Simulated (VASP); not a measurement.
# Bi6Te (Fm-3m) in VASP: relaxation of cell and atoms with PBE

Aim: the relaxation of cell and atoms of Bi6Te with PBE.

Program: VASP 6.6.1. These are calculated values, not measurements. Logs are shortened: lines on timing, memory, paths and dates and some standing lists are left out, and cuts for length are marked.

**1. The cell of the first run**

The structure is cubic, space group Fm-3m (No. 225). Conventional cell: a = 9.744 Å, b = 9.744 Å, c = 9.744 Å, α = 90.00°, β = 90.00°, γ = 90.00°. Within 4.5 Å of Bi (site symmetry mmm) lie 8 Bi at 3.45 Å and 2 Te at 3.45 Å. Within 4.5 Å of Te (site symmetry m-3m) lie 12 Bi at 3.45 Å.

The cell was generated, and may not be a known phase.

**2. Relaxation of cell and atoms, PBE**

INCAR reads:

```
PREC = Accurate
ENCUT = 600
EDIFF = 1E-6
ISMEAR = 0
SIGMA = 0.1
LREAL = F
LASPH = T
NELM = 60
ALGO = Fast
ISIF = 3
LWAVE = F
LCHARG = F
GGA = PE
IBRION = 2
NSW = 100
EDIFFG = -0.01
```

KPOINTS reads:

```
Automatic mesh
0
Gamma
  6 6 6
```

POSCAR reads:

```
Bi6Te
1.0
    0.0000000000      4.8721231900      4.8721231900
    4.8721231900      0.0000000000      4.8721231900
    4.8721231900      4.8721231900      0.0000000000
Bi Te
6 1
Direct
    0.5000000000      0.5000000000      0.0000000000
    0.5000000000      0.0000000000      0.5000000000
    0.0000000000      0.0000000000      0.5000000000
    0.0000000000      0.5000000000      0.0000000000
    0.0000000000      0.5000000000      0.5000000000
    0.5000000000      0.0000000000      0.0000000000
    0.0000000000      0.0000000000      0.0000000000
```

Potentials or basis: VASP PAW PBE potentials, release 64 (Bi_d, Te).

On the command line:

```bash
> cat potpaw_PBE.64/Bi_d/POTCAR potpaw_PBE.64/Te/POTCAR > POTCAR
> mpirun -np 1 vasp_std > vasp.out
```

OUTCAR:

```text
PREC = Accurate
   ENCUT = 600
   EDIFF = 1E-6
   ISMEAR = 0
   LREAL = F
   LASPH = T
   NELM = 60
   ISIF = 3
   GGA = PE
   IBRION = 2
   NSW = 100
   EDIFFG = -0.01

 ion  position               nearest neighbor table
   1  0.500  0.500  0.000-   4 3.45   6 3.45   2 3.45   5 3.45   2 3.45   6 3.45   7 3.45   4 3.45
                             5 3.45   7 3.45
   2  0.500  0.000  0.500-   3 3.45   6 3.45   1 3.45   6 3.45   7 3.45   1 3.45   5 3.45   3 3.45
                             5 3.45   7 3.45
   3  0.000  0.000  0.500-   2 3.45   5 3.45   7 3.45   4 3.45   6 3.45   7 3.45   4 3.45   5 3.45
                             2 3.45   6 3.45
   4  0.000  0.500  0.000-   1 3.45   5 3.45   7 3.45   3 3.45   5 3.45   3 3.45   6 3.45   7 3.45
                             1 3.45   6 3.45
   5  0.000  0.500  0.500-   3 3.45   4 3.45   1 3.45   4 3.45   7 3.45   2 3.45   3 3.45   7 3.45
                             1 3.45   2 3.45
   6  0.500  0.000  0.000-   1 3.45   2 3.45   7 3.45   2 3.45   3 3.45   1 3.45   4 3.45   3 3.45
                             4 3.45   7 3.45
   7  0.000  0.000  0.000-   3 3.45   4 3.45   6 3.45   2 3.45   3 3.45   5 3.45   1 3.45   4 3.45
                             5 3.45   1 3.45   2 3.45   6 3.45

  LATTYP: Found a face centered cubic cell.
 ALAT       =     9.7442463800

  Lattice vectors:

 A1 = (   0.0000000000,   4.8721231900,   4.8721231900)
 A2 = (   4.8721231900,   0.0000000000,   4.8721231900)
 A3 = (   4.8721231900,   4.8721231900,   0.0000000000)

Analysis of symmetry for initial positions (statically):
=====================================================================
 Subroutine PRICEL returns:
 Original cell was already a primitive cell.

 Routine SETGRP: Setting up the symmetry group for a
 face centered cubic supercell.

 Subroutine GETGRP returns: Found 48 space group operations
 (whereof 48 operations were pure point group operations)
 out of a pool of 48 trial point group operations.

The static configuration has the point symmetry O_h .

Analysis of symmetry for dynamics (positions and initial velocities):
=====================================================================
 Subroutine PRICEL returns:
 Original cell was already a primitive cell.

 Routine SETGRP: Setting up the symmetry group for a
 face centered cubic supercell.

 Subroutine GETGRP returns: Found 48 space group operations
 (whereof 48 operations were pure point group operations)
 out of a pool of 48 trial point group operations.

The dynamic configuration has the point symmetry O_h .

 Subroutine INISYM returns: Found 48 space group operations
 (whereof 48 operations are pure point group operations),
 and found     1 'primitive' translations

----------------------------------------------------------------------------------------

                                     Primitive cell

  volume of cell :     231.3049

  direct lattice vectors                    reciprocal lattice vectors
     0.000000000  4.872123190  4.872123190    -0.102624663  0.102624663  0.102624663
     4.872123190  0.000000000  4.872123190     0.102624663 -0.102624663  0.102624663
     4.872123190  4.872123190  0.000000000     0.102624663  0.102624663 -0.102624663

  length of vectors
     6.890222693  6.890222693  6.890222693     0.177751130  0.177751130  0.177751130

  position of ions in fractional coordinates (direct lattice)
     0.500000000  0.500000000  0.000000000
     0.500000000  0.000000000  0.500000000
     0.000000000  0.000000000  0.500000000
     0.000000000  0.500000000  0.000000000
     0.000000000  0.500000000  0.500000000
     0.500000000  0.000000000  0.000000000
     0.000000000  0.000000000  0.000000000

  ion indices of the primitive-cell ions
   primitive index   ion index
                 1           1
                 2           2
                 3           3
                 4           4
                 5           5
                 6           6
                 7           7

----------------------------------------------------------------------------------------

 KPOINTS: Automatic mesh

Automatic generation of k-mesh.
 Grid dimensions read from file:
 generate k-points for:    6    6    6

 Generating k-lattice:

  Cartesian coordinates                     Fractional coordinates (reciprocal lattice)
    -0.017104110  0.017104110  0.017104110     0.166666667  0.000000000  0.000000000
     0.017104110 -0.017104110  0.017104110     0.000000000  0.166666667  0.000000000
     0.017104110  0.017104110 -0.017104110     0.000000000  0.000000000  0.166666667

  Length of vectors
     0.029625188  0.029625188  0.029625188

  Shift w.r.t. Gamma in fractional coordinates (k-lattice)
     0.000000000  0.000000000  0.000000000

 Subroutine IBZKPT returns following result:
 ===========================================

 Found     16 irreducible k-points:

 Following reciprocal coordinates:
            Coordinates               Weight
  0.000000  0.000000  0.000000      1.000000
  0.166667  0.000000  0.000000      8.000000
  0.333333  0.000000  0.000000      8.000000
  0.500000  0.000000  0.000000      4.000000
  0.166667  0.166667  0.000000      6.000000
  0.333333  0.166667  0.000000     24.000000
[... 8 lines left out ...]
 -0.333333  0.333333  0.166667     24.000000
 -0.333333  0.500000  0.166667     12.000000
   k-points           NKPTS =     16   k-points in BZ     NKDIM =     16   number of bands    NBANDS=     57
   number of dos      NEDOS =    301   number of ions     NIONS =      7
   total plane-waves  NPLWV = 175616
   dimension x,y,z NGX =    56 NGY =   56 NGZ =   56
   dimension x,y,z NGXF=   112 NGYF=  112 NGZF=  112
   ions per type =               6   1
   NGX,Y,Z   is equivalent  to a cutoff of  13.51, 13.51, 13.51 a.u.
   NGXF,Y,Z  is equivalent  to a cutoff of  27.02, 27.02, 27.02 a.u.
 SYSTEM =  unknown system
   PREC   = accura    normal or accurate (medium, high low for compatibility)
   ISTART =      0    job   : 0-new  1-cont  2-samecut
   ICHARG =      2    charge: 1-file 2-atom 10-const
   ISPIN  =      1    spin polarized calculation?
   LNONCOLLINEAR =      F non collinear calculations
   LSORBIT =      F    spin-orbit coupling
   LASPH  =      T    aspherical Exc in radial PAW
   ENCUT  =  600.0 eV  44.10 Ry    6.64 a.u.  13.76 13.76 13.76*2*pi/ulx,y,z
   NELM   =     60;   NELMIN=  2; NELMDL= -5     # of ELM steps
   EDIFF  = 0.1E-05   stopping-criterion for ELM
   LREAL  =      F    real-space projection
   EDIFFG = -.1E-01   stopping-criterion for IOM
   NSW    =    100    number of steps for IOM
   IBRION =      2    ionic relax: 0-MD 1-quasi-New 2-CG
   NFREE  =      1    steps in history (QN), initial steepest desc. (CG)
   ISIF   =      3    stress and relaxation
   ISYM   =      2    0-nonsym 1-usesym 2-fastsym
   POTIM  = 0.5000    time-step for ionic-motion
   TEBEG  =    0.0;   TEEND  =   0.0 temperature during run
   PSTRESS=    0.0 pullay stress
   NELECT =      96.0000    total number of electrons
   NUPDOWN=      -1.0000    fix difference up-down
   EMIN   =  10.00;   EMAX   =-10.00  energy-range for DOS
   EFERMI =   0.00;   METHOD = LEGACY
   ISMEAR =     0;   SIGMA  =   0.10  broadening in eV -4-tet -1-fermi 0-gaus
   EFERMI_NEDOS =   21; number of points for ismear=-14 and -15
   IALGO  =     68    algorithm
   IMIX   =      4    mixing-type and parameters
     AMIX     =   0.40;   BMIX     =  1.00
     AMIX_MAG =   1.60;   BMIX_MAG =  1.00
  volume/ion in A,a.u.               =      33.04       222.99
  Fermi-wavevector in a.u.,A,eV,Ry     =   1.221154  2.307646 20.289229  1.491216
  Thomas-Fermi vector in A             =   2.356346
   LORBIT       =      0    0 simple, 1 ext, 2 COOP (PROOUT), +10 PAW based schemes
   GGA     = PE    functional components
   LHFCALC =     F    Hartree Fock is set to
   AEXX    =    0.0000 exact exchange contribution
   IVDW    =     0    specifies the selected vdW correction
   LEPSILON=     F    determine dielectric tensor
   LRPA    =     F    only Hartree local field effects (RPA)
 conjugate gradient relaxation of ions
 non-spin polarized calculation
 RMM-DIIS sequential band-by-band and
 Gauss-broadening in eV      SIGMA  =   0.10
  energy-cutoff  :      600.00
  volume of cell :      231.30
 maximum number of plane-waves:      7768
   NGX = 27   NGY = 27   NGZ = 27

--------------------------------------- Ionic step        1  -------------------------------------------

 number of electron      95.9999989 magnetization

 Free energy of the ion-electron system (eV)
  ---------------------------------------------------
  ext. energy  EPLUGINS =         0.00000000
  ---------------------------------------------------
  free energy    TOTEN  =       -24.94128995 eV

  energy without entropy =      -24.90236267  energy(sigma->0) =      -24.92182631

------------------------ aborting loop because EDIFF is reached ----------------------------------------

  FORCE on cell =-STRESS in cart. coord.  units (eV):
  Direction    XX          YY          ZZ          XY          YZ          ZX
  --------------------------------------------------------------------------------------
  -------------------------------------------------------------------------------------
  Total        2.2194551      2.2194551      2.2194551     -0.0000000     -0.0000000     -0.0000000
  in kB       15.3734796     15.3734796     15.3734796     -0.0000000     -0.0000000     -0.0000000
  external PRESSURE =      15.3734796 kB  Pullay stress =       0.0000000 kB

 VOLUME and BASIS-vectors are now :
 -----------------------------------------------------------------------------
  energy-cutoff  :      600.00
  volume of cell :      231.30
      direct lattice vectors                 reciprocal lattice vectors
     0.000000000  4.872123190  4.872123190    -0.102624663  0.102624663  0.102624663
     4.872123190  0.000000000  4.872123190     0.102624663 -0.102624663  0.102624663
     4.872123190  4.872123190  0.000000000     0.102624663  0.102624663 -0.102624663
[... 42 lines left out ...]
 POSITION                                       TOTAL-FORCE (eV/Angst)
 -----------------------------------------------------------------------------------
      7.41997      7.41997      4.94665        -0.000000      0.000000     -0.000000
      2.47332      4.94665      2.47332        -0.000000     -0.000000      0.000000
      7.41997      7.41997      9.89329        -0.000000      0.000000      0.000000
      2.47332      4.94665      7.41997        -0.000000      0.000000      0.000000
      4.94665      2.47332      2.47332         0.000000      0.000000      0.000000
      4.94665      2.47332      7.41997        -0.000000      0.000000      0.000000
     -0.00000      4.94665      4.94665        -0.000000      0.000000      0.000000
 -----------------------------------------------------------------------------------
    total drift:                                0.000000     -0.000000      0.000000

  FREE ENERGIE OF THE ION-ELECTRON SYSTEM (eV)
  ---------------------------------------------------
  free  energy   TOTEN  =       -24.9660252878 eV

  energy  without entropy=      -24.9289386343  energy(sigma->0) =      -24.94748196

--------------------------------------- Ionic step        3  -------------------------------------------

 number of electron      96.0000006 magnetization

 Free energy of the ion-electron system (eV)
  ---------------------------------------------------
  ext. energy  EPLUGINS =         0.00000000
  ---------------------------------------------------
  free energy    TOTEN  =       -24.97425454 eV

  energy without entropy =      -24.93652516  energy(sigma->0) =      -24.95538985

 E-fermi :   6.8438     XC(G=0):  -9.6439

 val. band max:        6.8373357573   @ k =   0.5000   0.3333   0.0000
 cond. band min:       6.8698664119   @ k =   0.1667   0.0000   0.0000
 fundamental gap:      0.0325306546
 Fermi energy:         6.8438269119

 k-point     1 :       0.0000    0.0000    0.0000
  band No.  band energies     occupation
      1     -16.3201      2.00000
      2     -16.3201      2.00000
      3     -16.3201      2.00000
      4     -16.2993      2.00000
      5     -16.2615      2.00000
      6     -16.2615      2.00000
[... 971 lines left out ...]
 POSITION                                       TOTAL-FORCE (eV/Angst)
 -----------------------------------------------------------------------------------
      2.46066      2.46066      4.92132        -0.000000      0.000000     -0.000000
      2.46066      4.92132      2.46066        -0.000000     -0.000000      0.000000
      2.46066      2.46066     -0.00000        -0.000000     -0.000000      0.000000
      2.46066     -0.00000      2.46066        -0.000000      0.000000     -0.000000
      4.92132      2.46066      2.46066        -0.000000      0.000000     -0.000000
     -0.00000      2.46066      2.46066         0.000000     -0.000000     -0.000000
      0.00000      0.00000      0.00000        -0.000000      0.000000     -0.000000
 -----------------------------------------------------------------------------------
    total drift:                                0.000000      0.000000      0.000000

  FREE ENERGIE OF THE ION-ELECTRON SYSTEM (eV)
  ---------------------------------------------------
  free  energy   TOTEN  =       -24.9742545413 eV

  energy  without entropy=      -24.9365251592  energy(sigma->0) =      -24.95538985

 reached required accuracy - stopping structural energy minimisation
```

Wall time 33 min (1 thread of Intel Xeon Platinum 8259CL at 2.50GHz (Skylake/Cascade Lake), shared host); peak memory 0.56 GiB.

What came out:

```
Free energy                           : -24.9743 eV
Relaxed volume                        : 34.05 Å³/atom
Relaxed cell                          : a = 6.960 Å, b = 6.960 Å, c = 6.960 Å, α = 60.00°, β = 60.00°, γ = 60.00°
Space group after relaxing (to 0.1 Å) : Fm-3m (No. 225)
Energy gained by relaxing             : 4.7 meV/atom
Ionic steps                           : 3
Pressure after relaxing               : 0.0 GPa
Band gap on the k mesh                : zero (bands 48 and 49 overlap by 1.46 eV)
```

Step by step:
```tsv
step	energy change (eV)	largest force (eV/Å)	pressure (GPa)	volume (Å³)
1	0.0000	0.0000	1.54	231.30
2	-0.0247	0.0000	-0.71	242.08
3	-0.0330	0.0000	0.00	238.38
```

Final structure:
```cif
data_structure
_symmetry_space_group_name_H-M 'P 1'
_symmetry_Int_Tables_number 1
_cell_length_a 6.9598
_cell_length_b 6.9598
_cell_length_c 6.9598
_cell_angle_alpha 60.000
_cell_angle_beta 60.000
_cell_angle_gamma 60.000
_cell_volume 238.38
loop_
_atom_site_label
_atom_site_type_symbol
_atom_site_fract_x
_atom_site_fract_y
_atom_site_fract_z
_atom_site_occupancy
Bi1 Bi 0.50000 0.50000 0.00000 1
Bi2 Bi 0.50000 0.00000 0.50000 1
Bi3 Bi 0.00000 0.00000 0.50000 1
Bi4 Bi 0.00000 0.50000 0.00000 1
Bi5 Bi 0.00000 0.50000 0.50000 1
Bi6 Bi 0.50000 0.00000 0.00000 1
Te1 Te 0.00000 0.00000 0.00000 1
```

Levels at points of the mesh, in eV from the Fermi level:
```tsv
k point	band 45	band 46	band 47	band 48	band 49	band 50	band 51	band 52
(0.00, 0.00, 0.00)	0.46	0.46	0.46	0.73	0.73	0.73	2.22	3.66
(0.50, 0.00, 0.00)	-1.43	-0.93	-0.56	-0.56	-0.21	-0.21	0.91	0.91
(0.50, 0.50, 0.00)	-1.01	-0.84	-0.82	-0.82	-0.69	-0.69	-0.54	-0.43
```

Caveat: spin-orbit coupling is left out, which moves the levels of the heavy elements.

The gap in the log of VASP goes by the Fermi energy; the results here count the filled bands.